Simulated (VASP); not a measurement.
Runs of VASP 6.6.1 on Al3Cu. The structure is that of space group P4/mmm (No. 123), or close to it. The cells are those of the table. 

```csv
cell,gap on the mesh (eV),pressure (GPa)
"a = 3.765, b = 3.765, c = 4.035 Å, 4 atoms",none,0.7
"a = 3.990, b = 3.990, c = 3.585 Å, 4 atoms",none,1.3
"a = 3.566, b = 4.414, c = 3.585 Å, 4 atoms",none,5.7
"a = 3.527, b = 4.093, c = 3.945 Å, 4 atoms",none,(a)
"a = 3.945, b = 3.945, c = 3.675 Å, 4 atoms",none,0.7
```

Alike in all rows: task single point; level LDA; potentials or basis VASP PAW LDA potentials, release 64 (Al, Cu); no spin polarisation; k mesh 10 × 10 × 10; cutoff (eV) 520; smearing gaussian 0.15 eV.

Q: Estimate the missing entries.

A: (a) 1.6.

A gap of «none» marks levels without a gap at the run's occupations.
